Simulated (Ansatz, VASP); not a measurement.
## AlN: VASP beside Ansatz

```
Al N
1.0
     0.00000    2.15213    2.25045
     2.15213    0.00000    2.25045
     2.15213    2.15213    0.00000
Al N
1 1
Direct
  0.00000 0.00000 0.00000
  0.75000 0.75000 0.75000
```

Change from the starting cell: strain -0.015 along x and y, +0.030 along z, atoms carried along.

Alike in both runs: task single point; functional r2SCAN; k mesh 10 × 10 × 10; occupations gaussian, width 0.05 eV; no spin polarisation.

```csv
,VASP,Ansatz
version,VASP 6.6.1,Ansatz 0.2.0
potentials or method,"VASP PAW PBE potentials, release 64 (Al, N), cutoff 520 eV","scalar-relativistic, plane waves, PAW"
valence electrons in the cell,8,8
```

```csv
,VASP,Ansatz,Ansatz less VASP
gap on the k mesh at the Fermi level (eV),3.79,3.80,+0.008
least direct gap on the mesh (eV),4.80,4.76,-0.039
pressure (GPa),-0.4,0.0,+0.39
"traceless stress, the component that is largest in VASP (GPa)",-5.01,-4.99,+0.013
```

VASP's potentials were made for PBE, not for r2SCAN.
